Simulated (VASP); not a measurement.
# Hf4N in VASP: further runs

The runs below take Hf4N through single point, with PBE+D3(BJ).

Program: VASP 6.6.1. These are calculated values, not measurements. Logs are shortened: lines on timing, memory, paths and dates and some standing lists are left out, and cuts for length are marked.

**1. The cell of the first run**

The cell holds a slab with vacuum, 10 atoms: a = 6.342 Å, b = 5.017 Å, c = 22.167 Å, α = 90.00°, β = 90.00°, γ = 90.00°.

**2. Single point, PBE+D3(BJ)**

INCAR

```
  ALGO = Normal
  DIPOL = 0.5 0.5 0.312
  EDIFF = 1E-6
  ENCUT = 520
  GGA = PE
  IDIPOL = 3
  ISIF = 2
  ISMEAR = 0
  IVDW = 12
  LASPH = T
  LCHARG = F
  LDIPOL = T
  LREAL = F
  LWAVE = F
  NBANDS = 56
  NELM = 80
  PREC = Accurate
  SIGMA = 0.1
```

KPOINTS

```
k-points
0
Gamma
  4 6 1
```

POSCAR

```
Hf4N
1.0
    6.3423521406      0.0000000000      0.0000000000
    0.0000000000      5.0167614026      0.0000000000
    0.0000000000      0.0000000000     22.1665201410
Hf N
8 2
Direct
    0.0000000000      0.7500000000      0.1804523206
    0.5000000000      0.7500000000      0.1804523206
    0.2500000000      0.2500000000      0.2217506242
    0.7500000000      0.2500000000      0.2217506242
    0.2500000000      0.7500000000      0.2964821324
    0.7500000000      0.7500000000      0.2964821324
    0.0000000000      0.2500000000      0.3368377216
    0.5000000000      0.2500000000      0.3368377216
    0.0000000000      0.5000000000      0.4992448102
    0.0000000000      0.5000000000      0.5488691984
```

Potentials or basis: VASP PAW PBE potentials, release 64 (Hf_pv, N).

Launch:

```
cat potpaw_PBE.64/Hf_pv/POTCAR potpaw_PBE.64/N/POTCAR > POTCAR
mpirun -np 1 vasp_std > vasp.out
```

OUTCAR:

```text
EDIFF = 1E-6
   ENCUT = 520
   GGA = PE
   ISIF = 2
   ISMEAR = 0
   IVDW = 12
   LASPH = T
   LREAL = F
   NELM = 80
   PREC = Accurate
 IVDW          = 12

 ion  position               nearest neighbor table
   1  0.000  0.750  0.180-   5 3.02   6 3.02   3 3.11   4 3.11   3 3.11   4 3.11   2 3.17   2 3.17

   2  0.500  0.750  0.180-   5 3.02   6 3.02   3 3.11   4 3.11   3 3.11   4 3.11   1 3.17   1 3.17

   3  0.250  0.250  0.222-   7 3.00   8 3.00   5 3.01   5 3.01   1 3.11   1 3.11   2 3.11   2 3.11
                             4 3.17   4 3.17
   4  0.750  0.250  0.222-   7 3.00   8 3.00   6 3.01   6 3.01   1 3.11   1 3.11   2 3.11   2 3.11
                             3 3.17   3 3.17
   5  0.250  0.750  0.296-   3 3.01   3 3.01   1 3.02   2 3.02   8 3.10   7 3.10   7 3.10   8 3.10
                             6 3.17   6 3.17
   6  0.750  0.750  0.296-   4 3.01   4 3.01   1 3.02   2 3.02   8 3.10   7 3.10   7 3.10   8 3.10
                             5 3.17   5 3.17
   7  0.000  0.250  0.337-   3 3.00   4 3.00   5 3.10   6 3.10   5 3.10   6 3.10   8 3.17   8 3.17

   8  0.500  0.250  0.337-   3 3.00   4 3.00   5 3.10   6 3.10   5 3.10   6 3.10   7 3.17   7 3.17

   9  0.000  0.500  0.499-  10 1.10
  10  0.000  0.500  0.549-   9 1.10

  LATTYP: Found a simple orthorhombic cell.
 ALAT       =     5.0167614026
 B/A-ratio  =     1.2642323666
 C/A-ratio  =     4.4184920035

  Lattice vectors:

 A1 = (   0.0000000000,  -5.0167614026,   0.0000000000)
 A2 = (   6.3423521406,   0.0000000000,   0.0000000000)
 A3 = (   0.0000000000,   0.0000000000,  22.1665201410)

Analysis of symmetry for initial positions (statically):
=====================================================================
 Subroutine PRICEL returns:
 Original cell was already a primitive cell.

 Routine SETGRP: Setting up the symmetry group for a
 simple orthorhombic supercell.

 Subroutine GETGRP returns: Found  2 space group operations
 (whereof  2 operations were pure point group operations)
 out of a pool of  8 trial point group operations.

The static configuration has the point symmetry C_1h.

Analysis of symmetry for dynamics (positions and initial velocities):
=====================================================================
 Subroutine PRICEL returns:
 Original cell was already a primitive cell.

 Routine SETGRP: Setting up the symmetry group for a
 simple orthorhombic supercell.

 Subroutine GETGRP returns: Found  2 space group operations
 (whereof  2 operations were pure point group operations)
 out of a pool of  8 trial point group operations.

The dynamic configuration has the point symmetry C_1h.

 Subroutine INISYM returns: Found  2 space group operations
 (whereof  2 operations are pure point group operations),
 and found     1 'primitive' translations

----------------------------------------------------------------------------------------

                                     Primitive cell

  volume of cell :     705.2958

  direct lattice vectors                    reciprocal lattice vectors
     6.342352141  0.000000000  0.000000000     0.157670211  0.000000000  0.000000000
     0.000000000  5.016761403  0.000000000     0.000000000  0.199331784  0.000000000
     0.000000000  0.000000000 22.166520141     0.000000000  0.000000000  0.045113080

  length of vectors
     6.342352141  5.016761403 22.166520141     0.157670211  0.199331784  0.045113080

  position of ions in fractional coordinates (direct lattice)
     0.000000000  0.750000000  0.180452321
     0.500000000  0.750000000  0.180452321
     0.250000000  0.250000000  0.221750624
     0.750000000  0.250000000  0.221750624
     0.250000000  0.750000000  0.296482132
     0.750000000  0.750000000  0.296482132
     0.000000000  0.250000000  0.336837722
     0.500000000  0.250000000  0.336837722
     0.000000000  0.500000000  0.499244810
     0.000000000  0.500000000  0.548869198

  ion indices of the primitive-cell ions
   primitive index   ion index
                 1           1
                 2           2
                 3           3
                 4           4
                 5           5
                 6           6
                 7           7
                 8           8
                 9           9
                10          10

----------------------------------------------------------------------------------------

 KPOINTS: k-points

Automatic generation of k-mesh.
 Grid dimensions read from file:
 generate k-points for:    4    6    1

 Generating k-lattice:

  Cartesian coordinates                     Fractional coordinates (reciprocal lattice)
     0.039417553  0.000000000  0.000000000     0.250000000  0.000000000  0.000000000
     0.000000000  0.033221964  0.000000000     0.000000000  0.166666667  0.000000000
     0.000000000  0.000000000  0.045113080     0.000000000  0.000000000  1.000000000

  Length of vectors
     0.039417553  0.033221964  0.045113080

  Shift w.r.t. Gamma in fractional coordinates (k-lattice)
     0.000000000  0.000000000  0.000000000

 Subroutine IBZKPT returns following result:
 ===========================================

 Found     12 irreducible k-points:

 Following reciprocal coordinates:
            Coordinates               Weight
  0.000000  0.000000  0.000000      1.000000
  0.250000  0.000000  0.000000      2.000000
  0.500000  0.000000  0.000000      1.000000
  0.000000  0.166667  0.000000      2.000000
  0.250000  0.166667  0.000000      4.000000
  0.500000  0.166667  0.000000      2.000000
  0.000000  0.333333  0.000000      2.000000
  0.250000  0.333333  0.000000      4.000000
  0.500000  0.333333  0.000000      2.000000
  0.000000  0.500000  0.000000      1.000000
  0.250000  0.500000  0.000000      2.000000
  0.500000  0.500000  0.000000      1.000000
   k-points           NKPTS =     12   k-points in BZ     NKDIM =     12   number of bands    NBANDS=     56
   number of dos      NEDOS =    301   number of ions     NIONS =     10
   total plane-waves  NPLWV = 322560
   dimension x,y,z NGX =    48 NGY =   40 NGZ =  168
   dimension x,y,z NGXF=    96 NGYF=   80 NGZF=  336
   ions per type =               8   2
   NGX,Y,Z   is equivalent  to a cutoff of  12.58, 13.26, 12.60 a.u.
   NGXF,Y,Z  is equivalent  to a cutoff of  25.16, 26.51, 25.20 a.u.
 SYSTEM =  unknown system
   PREC   = accura    normal or accurate (medium, high low for compatibility)
   ISTART =      0    job   : 0-new  1-cont  2-samecut
   ICHARG =      2    charge: 1-file 2-atom 10-const
   ISPIN  =      1    spin polarized calculation?
   LNONCOLLINEAR =      F non collinear calculations
   LSORBIT =      F    spin-orbit coupling
   LASPH  =      T    aspherical Exc in radial PAW
   ENCUT  =  520.0 eV  38.22 Ry    6.18 a.u.  11.79  9.33 41.22*2*pi/ulx,y,z
   NELM   =     80;   NELMIN=  2; NELMDL= -5     # of ELM steps
   EDIFF  = 0.1E-05   stopping-criterion for ELM
   LREAL  =      F    real-space projection
[... 7 lines left out ...]
   TEBEG  =    0.0;   TEEND  =   0.0 temperature during run
   PSTRESS=    0.0 pullay stress
   NELECT =      90.0000    total number of electrons
   NUPDOWN=      -1.0000    fix difference up-down
   EMIN   =  10.00;   EMAX   =-10.00  energy-range for DOS
   EFERMI =   0.00;   METHOD = LEGACY
   ISMEAR =     0;   SIGMA  =   0.10  broadening in eV -4-tet -1-fermi 0-gaus
   EFERMI_NEDOS =   21; number of points for ismear=-14 and -15
   IALGO  =     38    algorithm
   IMIX   =      4    mixing-type and parameters
     AMIX     =   0.40;   BMIX     =  1.00
     AMIX_MAG =   1.60;   BMIX_MAG =  1.00
  volume/ion in A,a.u.               =      70.53       475.96
  Fermi-wavevector in a.u.,A,eV,Ry     =   0.824199  1.557510  9.242484  0.679303
  Thomas-Fermi vector in A             =   1.935842
   LORBIT       =      0    0 simple, 1 ext, 2 COOP (PROOUT), +10 PAW based schemes
   GGA     = PE    functional components
   LHFCALC =     F    Hartree Fock is set to
   AEXX    =    0.0000 exact exchange contribution
   IVDW    =    12    specifies the selected vdW correction
   LEPSILON=     F    determine dielectric tensor
   LRPA    =     F    only Hartree local field effects (RPA)
 non-spin polarized calculation
 Gauss-broadening in eV      SIGMA  =   0.10
  energy-cutoff  :      520.00
  volume of cell :      705.30
 maximum number of plane-waves:     19096
 NGX is ok and might be reduce to    48
   NGX = 23   NGY = 19   NGZ = 83

 dipolmoment           0.000000      0.000000      0.104883 electrons x Angstroem

 number of electron      89.9999989 magnetization

 dipolmoment           0.000000      0.000000     -0.006765 electrons x Angstroem

 Free energy of the ion-electron system (eV)
  ---------------------------------------------------
  ext. energy  EPLUGINS =         0.00000000
  ---------------------------------------------------
  free energy    TOTEN  =       -88.56502530 eV

  energy without entropy =      -88.50239676  energy(sigma->0) =      -88.53371103

 E-fermi :  -1.2840     XC(G=0):  -4.2228

 val. band max:       -1.3034111107   @ k =   0.2500   0.3333   0.0000
 cond. band min:      -1.2375175674   @ k =   0.5000   0.5000   0.0000
 fundamental gap:      0.0658935432
 Fermi energy:        -1.2839748003

 k-point     1 :       0.0000    0.0000    0.0000
  band No.  band energies     occupation
      1     -32.5546      2.00000
      2     -32.5407      2.00000
      3     -32.5183      2.00000
      4     -32.5056      2.00000
      5     -32.4637      2.00000
      6     -32.4325      2.00000
[... 697 lines left out ...]
     55      -0.4253      0.00000
     56      -0.4187      0.00000

------------------------ aborting loop because EDIFF is reached ----------------------------------------

 vacuum level on the upper side and lower side of the slab       (xc-potential included)        -0.132        -0.108

 Edisp (eV)   -2.07998

 E8    (eV) :    -1.1473

  FORCE on cell =-STRESS in cart. coord.  units (eV):
  Direction    XX          YY          ZZ          XY          YZ          ZX
  --------------------------------------------------------------------------------------
  -------------------------------------------------------------------------------------
  Total      -8.09239    -1.05177     1.68919     0.00000    -0.17786     0.00000
  in kB     -18.38298    -2.38923     3.83724     0.00000    -0.40403     0.00000
  external pressure =       -5.64 kB  Pullay stress =        0.00 kB

 VOLUME and BASIS-vectors are now :
 -----------------------------------------------------------------------------
  energy-cutoff  :      520.00
  volume of cell :      705.30
      direct lattice vectors                 reciprocal lattice vectors
     6.342352141  0.000000000  0.000000000     0.157670211  0.000000000  0.000000000
     0.000000000  5.016761403  0.000000000     0.000000000  0.199331784  0.000000000
     0.000000000  0.000000000 22.166520141     0.000000000  0.000000000  0.045113080

 POSITION                                       TOTAL-FORCE (eV/Angst)
 -----------------------------------------------------------------------------------
      0.00000      3.76257      4.00000         0.000000     -0.000064      0.134352
      3.17118      3.76257      4.00000         0.000000      0.014203      0.149375
      1.58559      1.25419      4.91544         0.010462     -0.002241     -0.097505
      4.75676      1.25419      4.91544        -0.010462     -0.002241     -0.097505
      1.58559      3.76257      6.57198        -0.005783      0.009008     -0.028480
      4.75676      3.76257      6.57198         0.005783      0.009008     -0.028480
      0.00000      1.25419      7.46652         0.000000      0.025615      0.058238
      3.17118      1.25419      7.46652         0.000000     -0.009182     -0.050786
      0.00000      2.50838     11.06652         0.000000     -0.075355     -2.223931
      0.00000      2.50838     12.16652         0.000000      0.031248      2.184722
 -----------------------------------------------------------------------------------
    total drift:                                0.000000      0.000057     -0.000071

  FREE ENERGIE OF THE ION-ELECTRON SYSTEM (eV)
  ---------------------------------------------------
  free  energy   TOTEN  =       -90.6450083323 eV

  energy  without entropy=      -90.5823797934  energy(sigma->0) =      -90.61369406

 vacuum level on the upper side and lower side of the slab         2.572         2.611
```

It took 13 min on 1 thread of Intel Xeon 6975P-C (Granite Rapids), shared host; peak memory 0.83 GiB.

Results:

```
Free energy                : -90.6450 eV
Largest force              : 2.225 eV/Å
Band gap on the k mesh     : zero (bands 45 and 46 overlap by 0.44 eV)
Dispersion energy per atom : -0.208 eV
```

Forces on the atoms (eV/Å):
```
Hf   0.000  0.000  0.134
Hf   0.000  0.014  0.149
Hf   0.010 -0.002 -0.098
Hf  -0.010 -0.002 -0.098
Hf  -0.006  0.009 -0.028
Hf   0.006  0.009 -0.028
Hf   0.000  0.026  0.058
Hf   0.000 -0.009 -0.051
N    0.000 -0.075 -2.224
N    0.000  0.031  2.185
```

Levels at points of the mesh, in eV from the Fermi level:
| k point | band 42 | band 43 | band 44 | band 45 | band 46 | band 47 | band 48 | band 49 |
| --- | --- | --- | --- | --- | --- | --- | --- | --- |
| (0.00, 0.00, 0.00) | -0.71 | -0.40 | -0.30 | 0.10 | 0.42 | 0.46 | 0.70 | 0.87 |
| (0.50, 0.00, 0.00) | -0.43 | -0.43 | -0.38 | -0.35 | -0.34 | -0.30 | 0.22 | 0.22 |
| (0.00, 0.50, 0.00) | -0.45 | -0.43 | -0.28 | -0.26 | 0.48 | 0.49 | 0.57 | 0.60 |
| (0.50, 0.50, 0.00) | -0.17 | -0.17 | -0.16 | -0.16 | 0.05 | 0.06 | 0.06 | 0.06 |

Caveat: the standard files for N, O and F lose accuracy on very short bonds; spin-orbit coupling is left out, which moves the levels of the heavy elements.

**3. Single point, PBE+D3(BJ)**

INCAR

```
PREC = Accurate
ENCUT = 520
EDIFF = 1E-7
ISMEAR = 0
SIGMA = 0.1
LREAL = False
LASPH = True
NELM = 80
ALGO = Normal
ISIF = 2
LWAVE = False
LCHARG = False
LDIPOL = True
IDIPOL = 3
DIPOL = 0.5 0.5 0.312
GGA = PE
IVDW = 12
NBANDS = 56
```

KPOINTS

```
Automatic mesh
0
Gamma
  4 6 1
```

Changes to POSCAR since step 2:

```diff
@@ -16,3 +16,3 @@
     0.5000000000      0.2500000000      0.3368377216
-    0.0000000000      0.5000000000      0.4992448102
-    0.0000000000      0.5000000000      0.5488691984
+    0.1250000000      0.2500000000      0.4992448102
+    0.1250000000      0.2500000000      0.5488691984
```

Potentials or basis: VASP PAW PBE potentials, release 64 (Hf_pv, N).

Launch:

```
cat potpaw_PBE.64/Hf_pv/POTCAR potpaw_PBE.64/N/POTCAR > POTCAR
mpirun -np 1 vasp_std > vasp.out
```

Run time: 14 min. Hardware: 1 thread of Intel Xeon 6975P-C (Granite Rapids), shared host; peak memory 0.86 GiB.

The run converged. Its results:

| Item | Value |
| --- | --- |
| Free energy | -90.6680 eV |
| Largest force | 2.258 eV/Å |
| Band gap on the k mesh | zero (bands 45 and 46 overlap by 0.45 eV) |
| Dispersion energy per atom | -0.208 eV |

Forces in eV/Å, atoms in the order of the input:
```
Hf  -0.003  0.000  0.141
Hf   0.000  0.000  0.154
Hf   0.007  0.000 -0.108
Hf  -0.014  0.000 -0.132
Hf  -0.003  0.000 -0.052
Hf   0.006  0.000  0.008
Hf  -0.026  0.000  0.104
Hf   0.065  0.000 -0.034
N   -0.050  0.000 -2.258
N    0.018  0.000  2.178
```

Levels at points of the mesh, in eV from the Fermi level:
```
           k point  band 42  band 43  band 44  band 45  band 46  band 47  band 48  band 49
(0.00, 0.00, 0.00)    -0.72    -0.41    -0.30     0.10     0.42     0.49     0.71     0.86
(0.50, 0.00, 0.00)    -0.43    -0.43    -0.39    -0.35    -0.35    -0.26     0.22     0.22
(0.00, 0.50, 0.00)    -0.45    -0.45    -0.28    -0.26     0.48     0.49     0.57     0.60
(0.50, 0.50, 0.00)    -0.17    -0.17    -0.16    -0.16     0.03     0.05     0.05     0.06
```

Caveat: the standard files for N, O and F lose accuracy on very short bonds; spin-orbit coupling is left out, which moves the levels of the heavy elements.

The gap in the log of VASP goes by the Fermi energy; the results here count the filled bands.